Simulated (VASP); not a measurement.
Input of a VASP 6.6.1 run:

File INCAR:

```
  PREC = Accurate
  ENCUT = 600
  EDIFF = 1E-6
  ISMEAR = 0
  SIGMA = 0.1
  LREAL = F
  LASPH = T
  NELM = 80
  ALGO = Normal
  ISIF = 3
  LWAVE = F
  LCHARG = F
  GGA = PE
  IBRION = 2
  NSW = 90
  EDIFFG = -0.04
```

The input KPOINTS:

```
regular mesh
0
Gamma
  6 6 6
```

Contents of POSCAR:

```
Sc3H
1.0
   -1.9302913972      1.9302913972      4.3118197443
    1.9302913972     -1.9302913972      4.3118197443
    1.9302913972      1.9302913972     -4.3118197443
Sc H
3 1
Direct
    0.5000000000      0.5000000000      0.0000000000
    0.2500000000      0.7500000000      0.5000000000
    0.7500000000      0.2500000000      0.5000000000
    0.0000000000      0.0000000000      0.0000000000
```

Potentials or basis: VASP PAW PBE potentials, release 64 (Sc_sv, H).

Run with:

```console
$ cat potpaw_PBE.64/Sc_sv/POTCAR potpaw_PBE.64/H/POTCAR > POTCAR
$ mpirun -np 1 vasp_std > vasp.out
```

Predict the band gap on the k mesh.

zero (bands 17 and 18 overlap by 0.60 eV).

What does it give for the relaxed cell?

a = 5.801 Å, b = 5.801 Å, c = 5.801 Å, α = 139.55°, β = 139.55°, γ = 58.54°.

Predict the relaxed volume.

20.36 Å³/atom.

Final structure:
```
CELL_PARAMETERS angstrom
-2.00564 2.00564 5.06079
2.00564 -2.00564 5.06079
2.00564 2.00564 -5.06079
ATOMIC_POSITIONS crystal
Sc 0.50000 0.50000 0.00000
Sc 0.25000 0.75000 0.50000
Sc 0.75000 0.25000 0.50000
H 0.00000 0.00000 0.00000
```

Caveat: the volume moved by over 15 % at a fixed basis, so the end points are rough.
